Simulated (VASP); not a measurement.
A run of VASP 6.6.1 is set up as follows.

Contents of INCAR:

```
PREC = Accurate ; ENCUT = 520
EDIFF = 1E-6 ; ISMEAR = 0
SIGMA = 0.1 ; LREAL = False
LASPH = True ; NELM = 80
ALGO = Fast ; ISIF = 2
LWAVE = False ; LCHARG = False
GGA = PS ; NBANDS = 18
```

KPOINTS

```
regular mesh
0
Gamma
  14 14 7
```

The input POSCAR:

```
Au
1.0
    2.8200300622      0.0000000000      0.0000000000
   -1.4100150311      2.5170030989      0.0000000000
    0.0000000000      0.0000000000      4.8006775662
Au
2
Direct
    0.6638639510      0.3277279020      0.2500000000
    0.3361360490      0.6722720980      0.7500000000
```

Potentials or basis: VASP PAW PBE potentials, release 64 (Au).

Launch:

```bash
$ cat potpaw_PBE.64/Au/POTCAR > POTCAR
$ mpirun -np 1 vasp_std > vasp.out
```

Question: Estimate the band gap on the k mesh.

Answer: Zero (band 11 reaches 12.68 eV, above the bottom of band 12 at 6.82 eV).

Question: What does it give for the pressure?

Answer: -0.1 GPa.

Stress tensor (GPa, compression positive):
```
-0.58  0.00  0.00
 0.00  0.37  0.00
 0.00  0.00 -0.23
```

Caveat: the PAW data sets were made with another functional, which shifts forces and pressure a little; spin-orbit coupling is left out, which moves the levels of the heavy elements.
